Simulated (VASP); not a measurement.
# In4Ru (F-43m) in VASP: a series of runs, part 2 of 2

VASP 6.6.1. The steps go on from the part before.

## (4) Relaxation of cell and atoms, PBE

This run uses another cell than the first one, of 26.21 Å³/atom.

Contents of INCAR:

```
SYSTEM = In4Ru
ALGO = Normal ; EDIFF = 1E-7
EDIFFG = -0.01 ; ENCUT = 600
GGA = PE ; IBRION = 2
ISIF = 3 ; ISMEAR = 0
LASPH = .TRUE. ; LCHARG = .FALSE.
LREAL = .FALSE. ; LWAVE = .FALSE.
NELM = 80 ; NSW = 100
PREC = Accurate ; SIGMA = 0.02
```

Contents of KPOINTS:

```
k-points
0
G
  8 8 8
  0 0 0
```

Contents of POSCAR:

```
In4Ru
1.0
    0.0000000000      4.0313356724      4.0313356724
    4.0313356724      0.0000000000      4.0313356724
    4.0313356724      4.0313356724      0.0000000000
In Ru
4 1
Direct
    0.8750918337      0.3747244988      0.8750918337
    0.8750918337      0.8750918337      0.8750918337
    0.3747244988      0.8750918337      0.8750918337
    0.8750918337      0.8750918337      0.3747244988
    0.2500000000      0.2500000000      0.2500000000
```

Potentials or basis: VASP PAW PBE potentials, release 64 (In_d, Ru_pv).

Started as:

```bash
cat potpaw_PBE.64/In_d/POTCAR potpaw_PBE.64/Ru_pv/POTCAR > POTCAR
mpirun -np 1 vasp_std > vasp.out
```

OUTCAR:

```text
SYSTEM = In4Ru
   EDIFF = 1E-7
   EDIFFG = -0.01
   ENCUT = 600
   GGA = PE
   IBRION = 2
   ISIF = 3
   ISMEAR = 0
   LASPH = .TRUE.
   LREAL = .FALSE.
   NELM = 80
   NSW = 100
   PREC = Accurate

 ion  position               nearest neighbor table
   1  0.875  0.375  0.875-   2 2.85   3 2.85   4 2.85   4 2.85   2 2.85   3 2.85   5 3.34   5 3.34
                             5 3.34
   2  0.875  0.875  0.875-   1 2.85   3 2.85   4 2.85   4 2.85   1 2.85   3 2.85   5 3.34   5 3.34
                             5 3.34
   3  0.375  0.875  0.875-   1 2.85   2 2.85   4 2.85   2 2.85   4 2.85   1 2.85   5 3.34   5 3.34
                             5 3.34
   4  0.875  0.875  0.375-   1 2.85   2 2.85   3 2.85   2 2.85   1 2.85   3 2.85   5 3.34   5 3.34
                             5 3.34
   5  0.250  0.250  0.250-   1 3.34   4 3.34   3 3.34   4 3.34   1 3.34   3 3.34   2 3.34   2 3.34
                             2 3.34   1 3.34   3 3.34   4 3.34

  LATTYP: Found a face centered cubic cell.
 ALAT       =     8.0626713448

  Lattice vectors:

 A1 = (   0.0000000000,   4.0313356724,   4.0313356724)
 A2 = (   4.0313356724,   0.0000000000,   4.0313356724)
 A3 = (   4.0313356724,   4.0313356724,   0.0000000000)

Analysis of symmetry for initial positions (statically):
=====================================================================
 Subroutine PRICEL returns:
 Original cell was already a primitive cell.

 Routine SETGRP: Setting up the symmetry group for a
 face centered cubic supercell.

 Subroutine GETGRP returns: Found 24 space group operations
 (whereof 24 operations were pure point group operations)
 out of a pool of 48 trial point group operations.

The static configuration has the point symmetry T_d .

Analysis of symmetry for dynamics (positions and initial velocities):
=====================================================================
 Subroutine PRICEL returns:
 Original cell was already a primitive cell.

 Routine SETGRP: Setting up the symmetry group for a
 face centered cubic supercell.

 Subroutine GETGRP returns: Found 24 space group operations
 (whereof 24 operations were pure point group operations)
 out of a pool of 48 trial point group operations.

The dynamic configuration has the point symmetry T_d .

 Subroutine INISYM returns: Found 24 space group operations
 (whereof 24 operations are pure point group operations),
 and found     1 'primitive' translations

----------------------------------------------------------------------------------------

                                     Primitive cell

  volume of cell :     131.0319

  direct lattice vectors                    reciprocal lattice vectors
     0.000000000  4.031335672  4.031335672    -0.124028372  0.124028372  0.124028372
     4.031335672  0.000000000  4.031335672     0.124028372 -0.124028372  0.124028372
     4.031335672  4.031335672  0.000000000     0.124028372  0.124028372 -0.124028372

  length of vectors
     5.701169582  5.701169582  5.701169582     0.214823442  0.214823442  0.214823442

  position of ions in fractional coordinates (direct lattice)
     0.875091834  0.374724499  0.875091834
     0.875091834  0.875091834  0.875091834
     0.374724499  0.875091834  0.875091834
     0.875091834  0.875091834  0.374724499
[... 40 lines left out ...]
  0.250000  0.000000  0.000000      8.000000
  0.375000  0.000000  0.000000      8.000000
  0.500000  0.000000  0.000000      4.000000
  0.125000  0.125000  0.000000      6.000000
[... 16 lines left out ...]
  0.500000  0.250000  0.125000     48.000000
 -0.375000  0.250000  0.125000     24.000000
 [... further k-points ...]
   k-points           NKPTS =     29   k-points in BZ     NKDIM =     29   number of bands    NBANDS=     39
   number of dos      NEDOS =    301   number of ions     NIONS =      5
   total plane-waves  NPLWV = 110592
   dimension x,y,z NGX =    48 NGY =   48 NGZ =   48
   dimension x,y,z NGXF=    96 NGYF=   96 NGZF=   96
   ions per type =               4   1
   NGX,Y,Z   is equivalent  to a cutoff of  14.00, 14.00, 14.00 a.u.
   NGXF,Y,Z  is equivalent  to a cutoff of  27.99, 27.99, 27.99 a.u.
 SYSTEM =  In4Ru
   PREC   = accura    normal or accurate (medium, high low for compatibility)
   ISTART =      0    job   : 0-new  1-cont  2-samecut
   ICHARG =      2    charge: 1-file 2-atom 10-const
   ISPIN  =      1    spin polarized calculation?
   LNONCOLLINEAR =      F non collinear calculations
   LSORBIT =      F    spin-orbit coupling
   LASPH  =      T    aspherical Exc in radial PAW
   ENCUT  =  600.0 eV  44.10 Ry    6.64 a.u.  11.39 11.39 11.39*2*pi/ulx,y,z
   NELM   =     80;   NELMIN=  2; NELMDL= -5     # of ELM steps
   EDIFF  = 0.1E-06   stopping-criterion for ELM
   LREAL  =      F    real-space projection
   EDIFFG = -.1E-01   stopping-criterion for IOM
   NSW    =    100    number of steps for IOM
   IBRION =      2    ionic relax: 0-MD 1-quasi-New 2-CG
   NFREE  =      1    steps in history (QN), initial steepest desc. (CG)
   ISIF   =      3    stress and relaxation
   ISYM   =      2    0-nonsym 1-usesym 2-fastsym
   POTIM  = 0.5000    time-step for ionic-motion
   TEBEG  =    0.0;   TEEND  =   0.0 temperature during run
   PSTRESS=    0.0 pullay stress
   NELECT =      66.0000    total number of electrons
   NUPDOWN=      -1.0000    fix difference up-down
   EMIN   =  10.00;   EMAX   =-10.00  energy-range for DOS
   EFERMI =   0.00;   METHOD = LEGACY
   ISMEAR =     0;   SIGMA  =   0.02  broadening in eV -4-tet -1-fermi 0-gaus
   EFERMI_NEDOS =   21; number of points for ismear=-14 and -15
   IALGO  =     38    algorithm
   IMIX   =      4    mixing-type and parameters
     AMIX     =   0.40;   BMIX     =  1.00
     AMIX_MAG =   1.60;   BMIX_MAG =  1.00
  volume/ion in A,a.u.               =      26.21       176.85
  Fermi-wavevector in a.u.,A,eV,Ry     =   1.302558  2.461478 23.084437  1.696658
  Thomas-Fermi vector in A             =   2.433618
   LORBIT       =      0    0 simple, 1 ext, 2 COOP (PROOUT), +10 PAW based schemes
   GGA     = PE    functional components
   LHFCALC =     F    Hartree Fock is set to
   AEXX    =    0.0000 exact exchange contribution
   IVDW    =     0    specifies the selected vdW correction
   LEPSILON=     F    determine dielectric tensor
   LRPA    =     F    only Hartree local field effects (RPA)
 conjugate gradient relaxation of ions
 non-spin polarized calculation
 Gauss-broadening in eV      SIGMA  =   0.02
  energy-cutoff  :      600.00
  volume of cell :      131.03
 maximum number of plane-waves:      4405
 NGX is ok and might be reduce to    48
   NGX = 23   NGY = 23   NGZ = 23

--------------------------------------- Ionic step        1  -------------------------------------------

 number of electron      66.0000012 magnetization

 Free energy of the ion-electron system (eV)
  ---------------------------------------------------
  ext. energy  EPLUGINS =         0.00000000
  ---------------------------------------------------
  free energy    TOTEN  =       -15.78556270 eV

  energy without entropy =      -15.78556270  energy(sigma->0) =      -15.78556270

------------------------ aborting loop because EDIFF is reached ----------------------------------------

  FORCE on cell =-STRESS in cart. coord.  units (eV):
  Direction    XX          YY          ZZ          XY          YZ          ZX
  --------------------------------------------------------------------------------------
  -------------------------------------------------------------------------------------
  Total        0.0117080      0.0117080      0.0117080      0.0000000     -0.0000000      0.0000000
  in kB        0.1431586      0.1431586      0.1431586      0.0000000     -0.0000000      0.0000000
  external PRESSURE =       0.1431586 kB  Pullay stress =       0.0000000 kB
[... 65 lines left out ...]
--------------------------------------- Ionic step        3  -------------------------------------------

 number of electron      66.0000012 magnetization

 Free energy of the ion-electron system (eV)
  ---------------------------------------------------
  ext. energy  EPLUGINS =         0.00000000
  ---------------------------------------------------
  free energy    TOTEN  =       -15.78559263 eV

  energy without entropy =      -15.78559263  energy(sigma->0) =      -15.78559263

 E-fermi :   6.6904     XC(G=0):  -9.9877

 val. band max:        6.5950638802   @ k =  -0.2500   0.1250   0.0000
 cond. band min:       6.8490177716   @ k =   0.5000   0.5000   0.0000
 fundamental gap:      0.2539538914
 Fermi energy:         6.6904408525

 k-point     1 :       0.0000    0.0000    0.0000
  band No.  band energies     occupation
      1     -35.0258      2.00000
      2     -35.0258      2.00000
      3     -35.0258      2.00000
      4      -9.2586      2.00000
      5      -8.8078      2.00000
      6      -8.8078      2.00000
[... 997 lines left out ...]
     38      10.3652      0.00000
     39      10.8287      0.00000

 [... further k-points ...]
[... 5 lines left out ...]
  --------------------------------------------------------------------------------------
  -------------------------------------------------------------------------------------
  Total        0.0013524      0.0013524      0.0013524     -0.0000000     -0.0000000     -0.0000000
  in kB        0.0165324      0.0165324      0.0165324     -0.0000000     -0.0000000     -0.0000000
  external PRESSURE =       0.0165324 kB  Pullay stress =       0.0000000 kB
[... 20 lines left out ...]
  FREE ENERGIE OF THE ION-ELECTRON SYSTEM (eV)
  ---------------------------------------------------
  free  energy   TOTEN  =       -15.7855926289 eV

  energy  without entropy=      -15.7855926289  energy(sigma->0) =      -15.78559263

 reached required accuracy - stopping structural energy minimisation
```

It took 3.7 min on 1 thread of Intel Xeon 6975P-C (Granite Rapids), shared host; peak memory 0.43 GiB.

Results:

```
Free energy                           : -15.7856 eV
Relaxed volume                        : 26.21 Å³/atom
Relaxed cell                          : a = 5.702 Å, b = 5.702 Å, c = 5.702 Å, α = 60.00°, β = 60.00°, γ = 60.00°
Space group after relaxing (to 0.1 Å) : F-43m (No. 216)
Energy gained by relaxing             : 0.0 meV/atom
Ionic steps                           : 3
Pressure after relaxing               : 0.0 GPa
```

Final structure:
```cif
data_structure
_symmetry_space_group_name_H-M 'P 1'
_symmetry_Int_Tables_number 1
_cell_length_a 5.7016
_cell_length_b 5.7016
_cell_length_c 5.7016
_cell_angle_alpha 60.000
_cell_angle_beta 60.000
_cell_angle_gamma 60.000
_cell_volume 131.06
loop_
_atom_site_label
_atom_site_type_symbol
_atom_site_fract_x
_atom_site_fract_y
_atom_site_fract_z
_atom_site_occupancy
In1 In 0.87514 0.37458 0.87514 1
In2 In 0.87514 0.87514 0.87514 1
In3 In 0.37458 0.87514 0.87514 1
In4 In 0.87514 0.87514 0.37458 1
Ru1 Ru 0.25000 0.25000 0.25000 1
```

Caveat: spin-orbit coupling is left out, which moves the levels of the heavy elements.

## (5) Overview

| task | cell | k mesh | cutoff (eV) | smearing | pressure (GPa) | relaxed volume (Å³/atom) |
| --- | --- | --- | --- | --- | --- | --- |
| relaxation of cell and atoms | relaxed from a = 5.500 Å, angles 60.0°, 5 atoms, atomic positions A | 4 × 4 × 4 | 600 | gaussian 0.1 eV | 0.1 | 26.11 |
| single point | a = 5.701 Å, angles 60.0°, 5 atoms, atomic positions B | 8 × 8 × 8 | 520 | gaussian 0.02 eV | 0.0 | - |
| relaxation of cell and atoms | relaxed from a = 5.701 Å, angles 60.0°, 5 atoms, atomic positions B | 8 × 8 × 8 | 600 | gaussian 0.02 eV | 0.0 | 26.21 |

Alike in all rows: level PBE; potentials or basis VASP PAW PBE potentials, release 64 (In_d, Ru_pv); no spin polarisation.

Caveats: spin-orbit coupling is left out, which moves the levels of the heavy elements.

Absolute energies hang on the potentials; compare differences alone.
